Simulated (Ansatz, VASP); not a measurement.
**ScZn: VASP beside Ansatz**

```xyz
2
Lattice="3.3500 0.0000 0.0000 0.0000 3.3500 0.0000 0.0000 0.0000 3.3500" Properties=species:S:1:pos:R:3 pbc="T T T"
Sc    0.0000    0.0000    0.0000
Zn    1.6750    1.6750    1.6750
```

Alike in both runs: task single point; functional PBEsol; k mesh 11 × 11 × 11; occupations fermi-dirac, width 0.05 eV; no spin polarisation.

```csv
,VASP,Ansatz
version,VASP 6.6.1,Ansatz 0.2.0
potentials or method,"VASP PAW PBE potentials, release 64 (Sc_sv, Zn), cutoff 520 eV","all-electron LAPW, scalar-relativistic"
```

Ansatz gave:

* pressure (GPa): -3.4

Question: What did VASP give for the same quantities?

Answer: Pressure (GPa): -3.1.

VASP's potentials were made for PBE, not for PBEsol. Ansatz ran all-electron here, and VASP with PAW potentials.
